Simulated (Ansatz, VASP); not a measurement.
# Two plane-wave programs on EuSe2

```
Eu Se
1.0
     0.00000    3.49916    3.49916
     3.49916    0.00000    3.49916
     3.49916    3.49916    0.00000
Eu Se
1 2
Direct
  0.00000 0.00000 0.00000
  0.25000 0.25000 0.25000
  0.75000 0.75000 0.75000
```

Alike in both runs: task single point; functional PBE; k mesh 8 × 8 × 8; occupations gaussian, width 0.05 eV; collinear spin.

```csv
,VASP,Ansatz
version,VASP 6.6.1,Ansatz 0.2.0
potentials or method,"VASP PAW PBE potentials, release 64 (Eu, Se), cutoff 520 eV","scalar-relativistic, plane waves, PAW"
valence electrons in the cell,29,49
```

```csv
,VASP,Ansatz,Ansatz less VASP
pressure (GPa),0.0,0.0,0.00
net moment per atom (μB),2.09,2.09,-0.001
size of the moment on the site where the two differ most (μB),6.31,6.46,+0.153
```

Site moments also hang on the region over which each program counts them. VASP's potentials hold 29 valence electrons a cell and Ansatz's 49, so a difference there can come from the potentials and not from the codes. Ansatz's warnings: given moment on shells.

Spin-orbit coupling is off throughout.
